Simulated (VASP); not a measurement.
# Rh (Fm-3m) in VASP: notebook

Runs on Rh. Level: PBE. Tasks: single point.

Program: VASP 6.6.1. These are calculated values, not measurements. Logs are shortened: lines on timing, memory, paths and dates and some standing lists are left out, and cuts for length are marked.

### 1 The cell of the first run

Symmetry: Fm-3m, No. 225, cubic system. The conventional cell has a = 3.796 Å, b = 3.796 Å, c = 3.796 Å, α = 90.00°, β = 90.00°, γ = 90.00°. Rh (site symmetry m-3m) has 12 Rh at 2.68 Å within 3.5 Å.

### 2 Single point, PBE

The input, INCAR:

```
SYSTEM = Rh
PREC = Accurate ; ENCUT = 520
EDIFF = 1E-6 ; ISMEAR = 0
SIGMA = 0.3 ; LREAL = .FALSE.
LASPH = .TRUE. ; NELM = 80
ALGO = Normal ; ISIF = 2
LWAVE = .FALSE. ; LCHARG = .TRUE.
GGA = PE ; LELF = .TRUE.
LVHAR = .TRUE. ; NBANDS = 14
```

The input, KPOINTS:

```
Automatic mesh
0
G
  15 15 15
  0 0 0
```

The input, POSCAR:

```
Rh
1.0
    0.0000000000      1.8978500000      1.8978500000
    1.8978500000      0.0000000000      1.8978500000
    1.8978500000      1.8978500000      0.0000000000
Rh
1
Direct
    0.0000000000      0.0000000000      0.0000000000
```

Potentials or basis: VASP PAW PBE potentials, release 64 (Rh_pv).

Started as:

```sh
> cat potpaw_PBE.64/Rh_pv/POTCAR > POTCAR
> mpirun -np 1 vasp_std > vasp.out
```

OUTCAR:

```text
SYSTEM = Rh
   PREC = Accurate
   ENCUT = 520
   EDIFF = 1E-6
   ISMEAR = 0
   LREAL = .FALSE.
   LASPH = .TRUE.
   NELM = 80
   ISIF = 2
   GGA = PE

 ion  position               nearest neighbor table
   1  0.000  0.000  0.000-

  LATTYP: Found a face centered cubic cell.
 ALAT       =     3.7957000000

  Lattice vectors:

 A1 = (   0.0000000000,   1.8978500000,   1.8978500000)
 A2 = (   1.8978500000,   0.0000000000,   1.8978500000)
 A3 = (   1.8978500000,   1.8978500000,   0.0000000000)

Analysis of symmetry for initial positions (statically):
=====================================================================
 Subroutine PRICEL returns:
 Original cell was already a primitive cell.

 Routine SETGRP: Setting up the symmetry group for a
 face centered cubic supercell.

 Subroutine GETGRP returns: Found 48 space group operations
 (whereof 48 operations were pure point group operations)
 out of a pool of 48 trial point group operations.

The static configuration has the point symmetry O_h .

Analysis of symmetry for dynamics (positions and initial velocities):
=====================================================================
 Subroutine PRICEL returns:
 Original cell was already a primitive cell.

 Routine SETGRP: Setting up the symmetry group for a
 face centered cubic supercell.

 Subroutine GETGRP returns: Found 48 space group operations
 (whereof 48 operations were pure point group operations)
 out of a pool of 48 trial point group operations.

The dynamic configuration has the point symmetry O_h .

 Subroutine INISYM returns: Found 48 space group operations
 (whereof 48 operations are pure point group operations),
 and found     1 'primitive' translations

----------------------------------------------------------------------------------------

                                     Primitive cell

  volume of cell :      13.6715

  direct lattice vectors                    reciprocal lattice vectors
     0.000000000  1.897850000  1.897850000    -0.263456016  0.263456016  0.263456016
     1.897850000  0.000000000  1.897850000     0.263456016 -0.263456016  0.263456016
     1.897850000  1.897850000  0.000000000     0.263456016  0.263456016 -0.263456016

  length of vectors
     2.683965209  2.683965209  2.683965209     0.456319205  0.456319205  0.456319205

  position of ions in fractional coordinates (direct lattice)
     0.000000000  0.000000000  0.000000000

  ion indices of the primitive-cell ions
   primitive index   ion index
                 1           1

----------------------------------------------------------------------------------------

 KPOINTS: Automatic mesh

Automatic generation of k-mesh.
 Grid dimensions read from file:
 generate k-points for:   15   15   15

 Generating k-lattice:

  Cartesian coordinates                     Fractional coordinates (reciprocal lattice)
    -0.017563734  0.017563734  0.017563734     0.066666667  0.000000000  0.000000000
     0.017563734 -0.017563734  0.017563734     0.000000000  0.066666667  0.000000000
     0.017563734  0.017563734 -0.017563734     0.000000000  0.000000000  0.066666667

  Length of vectors
     0.030421280  0.030421280  0.030421280

  Shift w.r.t. Gamma in fractional coordinates (k-lattice)
     0.000000000  0.000000000  0.000000000

 Subroutine IBZKPT returns following result:
 ===========================================

 Found    120 irreducible k-points:

 Following reciprocal coordinates:
            Coordinates               Weight
  0.000000  0.000000  0.000000      1.000000
  0.066667  0.000000  0.000000      8.000000
  0.133333  0.000000  0.000000      8.000000
  0.200000  0.000000  0.000000      8.000000
  0.266667  0.000000  0.000000      8.000000
  0.333333  0.000000  0.000000      8.000000
[... 16 lines left out ...]
  0.133333  0.133333  0.000000      6.000000
  0.200000  0.133333  0.000000     24.000000
 [... further k-points ...]
   k-points           NKPTS =    120   k-points in BZ     NKDIM =    120   number of bands    NBANDS=     14
   number of dos      NEDOS =    301   number of ions     NIONS =      1
   total plane-waves  NPLWV =   8000
   dimension x,y,z NGX =    20 NGY =   20 NGZ =   20
   dimension x,y,z NGXF=    40 NGYF=   40 NGZF=   40
   ions per type =               1
   NGX,Y,Z   is equivalent  to a cutoff of  12.39, 12.39, 12.39 a.u.
   NGXF,Y,Z  is equivalent  to a cutoff of  24.78, 24.78, 24.78 a.u.
 SYSTEM =  Rh
   PREC   = accura    normal or accurate (medium, high low for compatibility)
   ISTART =      0    job   : 0-new  1-cont  2-samecut
   ICHARG =      2    charge: 1-file 2-atom 10-const
   ISPIN  =      1    spin polarized calculation?
   LNONCOLLINEAR =      F non collinear calculations
   LSORBIT =      F    spin-orbit coupling
   LASPH  =      T    aspherical Exc in radial PAW
   ENCUT  =  520.0 eV  38.22 Ry    6.18 a.u.   4.99  4.99  4.99*2*pi/ulx,y,z
   NELM   =     80;   NELMIN=  2; NELMDL= -5     # of ELM steps
   EDIFF  = 0.1E-05   stopping-criterion for ELM
   LREAL  =      F    real-space projection
   EDIFFG = 0.1E-04   stopping-criterion for IOM
   NSW    =      0    number of steps for IOM
   IBRION =     -1    ionic relax: 0-MD 1-quasi-New 2-CG
   NFREE  =      0    steps in history (QN), initial steepest desc. (CG)
   ISIF   =      2    stress and relaxation
   ISYM   =      2    0-nonsym 1-usesym 2-fastsym
   POTIM  = 0.5000    time-step for ionic-motion
   TEBEG  =    0.0;   TEEND  =   0.0 temperature during run
   PSTRESS=    0.0 pullay stress
   NELECT =      15.0000    total number of electrons
   NUPDOWN=      -1.0000    fix difference up-down
   EMIN   =  10.00;   EMAX   =-10.00  energy-range for DOS
   EFERMI =   0.00;   METHOD = LEGACY
   ISMEAR =     0;   SIGMA  =   0.30  broadening in eV -4-tet -1-fermi 0-gaus
   EFERMI_NEDOS =   21; number of points for ismear=-14 and -15
   IALGO  =     38    algorithm
   IMIX   =      4    mixing-type and parameters
     AMIX     =   0.40;   BMIX     =  1.00
     AMIX_MAG =   1.60;   BMIX_MAG =  1.00
  volume/ion in A,a.u.               =      13.67        92.26
  Fermi-wavevector in a.u.,A,eV,Ry     =   1.688496  3.190795 38.790465  2.851019
  Thomas-Fermi vector in A             =   2.770792
   LORBIT       =      0    0 simple, 1 ext, 2 COOP (PROOUT), +10 PAW based schemes
   GGA     = PE    functional components
   LHFCALC =     F    Hartree Fock is set to
   AEXX    =    0.0000 exact exchange contribution
   IVDW    =     0    specifies the selected vdW correction
   LEPSILON=     F    determine dielectric tensor
   LRPA    =     F    only Hartree local field effects (RPA)
 non-spin polarized calculation
 Gauss-broadening in eV      SIGMA  =   0.30
  energy-cutoff  :      520.00
  volume of cell :       13.67
 maximum number of plane-waves:       378
   NGX =  9   NGY =  9   NGZ =  9

 number of electron      15.0000007 magnetization

 Free energy of the ion-electron system (eV)
  ---------------------------------------------------
  ext. energy  EPLUGINS =         0.00000000
  ---------------------------------------------------
  free energy    TOTEN  =        -7.27923180 eV

  energy without entropy =       -7.21987622  energy(sigma->0) =       -7.24955401

 E-fermi :  11.9910     XC(G=0): -14.0685

 val. band max:       11.9459864320   @ k =  -0.3333   0.3333   0.0000
 cond. band min:      11.9919790019   @ k =  -0.4000   0.4667   0.0667
 fundamental gap:      0.0459925699
 Fermi energy:        11.9910366543

 k-point     1 :       0.0000    0.0000    0.0000
  band No.  band energies     occupation
      1     -34.3833      2.00000
      2     -34.3833      2.00000
      3     -34.3833      2.00000
      4       4.0071      2.00000
      5       8.9027      2.00000
      6       8.9027      2.00000
      7       8.9027      2.00000
      8      11.0059      2.00000
      9      11.0059      2.00000
     10      28.0008      0.00000
     11      32.5175      0.00000
     12      33.4923      0.00000
     13      33.4923      0.00000
     14      33.4923      0.00000

 k-point     2 :       0.0667    0.0000    0.0000
  band No.  band energies     occupation
      1     -34.4167      2.00000
      2     -34.3878      2.00000
      3     -34.3878      2.00000
      4       4.1869      2.00000
      5       8.8233      2.00000
      6       8.9727      2.00000
      7       8.9727      2.00000
      8      10.9669      2.00000
      9      10.9669      2.00000
     10      28.2617      0.00000
     11      32.4928      0.00000
     12      32.5535      0.00000
     13      33.7561      0.00000
     14      33.7561      0.00000

 k-point     3 :       0.1333    0.0000    0.0000
  band No.  band energies     occupation
      1     -34.5106      2.00000
      2     -34.4005      2.00000
      3     -34.4005      2.00000
      4       4.6903      2.00000
      5       8.6442      2.00000
      6       9.1419      2.00000
      7       9.1419      2.00000
      8      10.8997      2.00000
      9      10.8997      2.00000
     10      28.9155      0.00000
     11      30.6893      0.00000
     12      32.5179      0.00000
     13      34.5101      0.00000
     14      34.5101      0.00000
[... 324 lines left out ...]
 k-point    23 :       0.1333    0.1333    0.0000
  band No.  band energies     occupation
      1     -34.5067      2.00000
      2     -34.4291      2.00000
      3     -34.4291      2.00000
      4       4.9204      2.00000
      5       8.3152      2.00000
      6       9.3896      2.00000
      7       9.3896      2.00000
      8      10.4046      2.00000
      9      11.2388      1.99961
     10      29.3377      0.00000
     11      31.6579      0.00000
     12      32.5192      0.00000
     13      33.3743      0.00000
     14      33.3743      0.00000

 k-point    24 :       0.2000    0.1333    0.0000
  band No.  band energies     occupation
      1     -34.5958      2.00000
      2     -34.4524      2.00000
      3     -34.4462      2.00000
      4       5.4585      2.00000
      5       8.0601      2.00000
      6       9.5491      2.00000
      7       9.6264      2.00000
      8      10.3201      2.00000
      9      11.3667      1.99675
     10      29.9711      0.00000
     11      30.4481      0.00000
     12      32.5175      0.00000
     13      33.2194      0.00000
     14      33.7224      0.00000

 [... further k-points ...]
[... 5 lines left out ...]
  --------------------------------------------------------------------------------------
  -------------------------------------------------------------------------------------
  Total        0.6947708      0.6947708      0.6947708      0.0000000      0.0000000      0.0000000
  in kB       81.4210118     81.4210118     81.4210118      0.0000000      0.0000000      0.0000000
  external PRESSURE =      81.4210118 kB  Pullay stress =       0.0000000 kB

 VOLUME and BASIS-vectors are now :
 -----------------------------------------------------------------------------
  energy-cutoff  :      520.00
  volume of cell :       13.67
      direct lattice vectors                 reciprocal lattice vectors
     0.000000000  1.897850000  1.897850000    -0.263456016  0.263456016  0.263456016
     1.897850000  0.000000000  1.897850000     0.263456016 -0.263456016  0.263456016
     1.897850000  1.897850000  0.000000000     0.263456016  0.263456016 -0.263456016

 POSITION                                       TOTAL-FORCE (eV/Angst)
 -----------------------------------------------------------------------------------
      0.00000      0.00000      0.00000        -0.000000      0.000000     -0.000000
 -----------------------------------------------------------------------------------
    total drift:                                0.000000      0.000000      0.000000

  FREE ENERGIE OF THE ION-ELECTRON SYSTEM (eV)
  ---------------------------------------------------
  free  energy   TOTEN  =        -7.2792318006 eV

  energy  without entropy=       -7.2198762158  energy(sigma->0) =       -7.24955401
```

Run time: 31 s. Hardware: 1 thread of Intel Xeon 8259CL, shared host; peak memory 0.14 GiB.

What came out:

```
Free energy : -7.2792 eV
Pressure    : 8.1 GPa
```

### 3 Single point, PBE

The input, INCAR:

```
SYSTEM = Rh
ALGO = Normal
EDIFF = 1E-6
ENCUT = 520
GGA = PE
ISIF = 2
ISMEAR = 0
LASPH = .True.
LCHARG = .False.
LREAL = .False.
LWAVE = .False.
NBANDS = 14
NELM = 100
PREC = Accurate
SIGMA = 0.2
```

The input, KPOINTS:

```
k-points
0
Gamma
  15 15 15
  0 0 0
```

POSCAR is that of step 2.

Potentials or basis: VASP PAW PBE potentials, release 64 (Rh_pv).

Started as:

```sh
> cat potpaw_PBE.64/Rh_pv/POTCAR > POTCAR
> mpirun -np 1 vasp_std > vasp.out
```

It took 34 s on 1 thread of Intel Xeon 8259CL, shared host; peak memory 0.14 GiB.

The run converged. Its results:

```yaml
Free_energy: -7.2630 eV
Pressure: 7.8 GPa
```

Levels at points of the mesh, in eV from the Fermi level:
| k point | band 4 | band 5 | band 6 | band 7 | band 8 | band 9 | band 10 | band 11 |
| --- | --- | --- | --- | --- | --- | --- | --- | --- |
| (0.00, 0.00, 0.00) | -8.00 | -3.10 | -3.10 | -3.10 | -1.00 | -1.00 | 16.00 | 20.50 |

### 4 Single point, PBE

The input, INCAR:

```
SYSTEM = Rh
PREC = Accurate
ENCUT = 520
EDIFF = 1E-7
ISMEAR = 0
SIGMA = 0.1
LREAL = .False.
LASPH = .True.
NELM = 100
ALGO = Normal
ISIF = 2
LWAVE = .False.
LCHARG = .True.
GGA = PE
LELF = .True.
LVHAR = .True.
NBANDS = 14
```

The input, KPOINTS:

```
Automatic mesh
0
Gamma
  15 15 15
  0 0 0
```

POSCAR is that of step 3.

Started as:

```sh
> cat potpaw_PBE.64/Rh_pv/POTCAR > POTCAR
> mpirun -np 1 vasp_std > vasp.out
```

Run time: 52 s. Hardware: 1 thread of Intel Xeon 8259CL, shared host; peak memory 0.14 GiB.

It converged, with:

- Free energy: -7.2532 eV
- Pressure: 7.5 GPa

Levels at points of the mesh, in eV from the Fermi level:
```csv
k point,band 3,band 4,band 5,band 6,band 7,band 8,band 9,band 10,band 11,band 12
"(0.00, 0.00, 0.00)",-46.41,-8.01,-3.12,-3.12,-3.12,-1.02,-1.02,15.98,20.48,21.47
```

### 5 Single point, PBE

The input, INCAR:

```
PREC = Accurate
ENCUT = 520
EDIFF = 1E-6
ISMEAR = 0
SIGMA = 0.05
LREAL = F
LASPH = T
NELM = 80
ALGO = Normal
ISIF = 2
LWAVE = F
LCHARG = T
GGA = PE
LELF = T
LVHAR = T
NBANDS = 14
```

The input, KPOINTS:

```
Automatic mesh
0
Gamma
  15 15 15
```

POSCAR is that of step 4.

Started as:

```sh
> cat potpaw_PBE.64/Rh_pv/POTCAR > POTCAR
> mpirun -np 1 vasp_std > vasp.out
```

Run time: 48 s. Hardware: 1 thread of Intel Xeon 8259CL, shared host; peak memory 0.14 GiB.

It converged, with:

```yaml
Free_energy: -7.2506 eV
Pressure: 7.5 GPa
```

Levels at points of the mesh, in eV from the Fermi level:
```csv
k point,band 3,band 4,band 5,band 6,band 7,band 8,band 9,band 10,band 11,band 12
"(0.00, 0.00, 0.00)",-46.42,-8.02,-3.13,-3.13,-3.13,-1.02,-1.02,15.98,20.48,21.47
```

### 6 The runs side by side

| smearing | gap on the mesh (eV) | pressure (GPa) |
| --- | --- | --- |
| gaussian 0.3 eV | none | 8.1 |
| gaussian 0.2 eV | none | 7.8 |
| gaussian 0.1 eV | none | 7.5 |
| gaussian 0.05 eV | none | 7.5 |

Alike in all rows: task single point; level PBE; potentials or basis VASP PAW PBE potentials, release 64 (Rh_pv); no spin polarisation; cell as given; k mesh 15 × 15 × 15; cutoff (eV) 520.

Every run on the cell as given and a fine mesh finds a metal.

Total energies depend on the potentials used, so only differences within one code and one set of settings carry meaning.
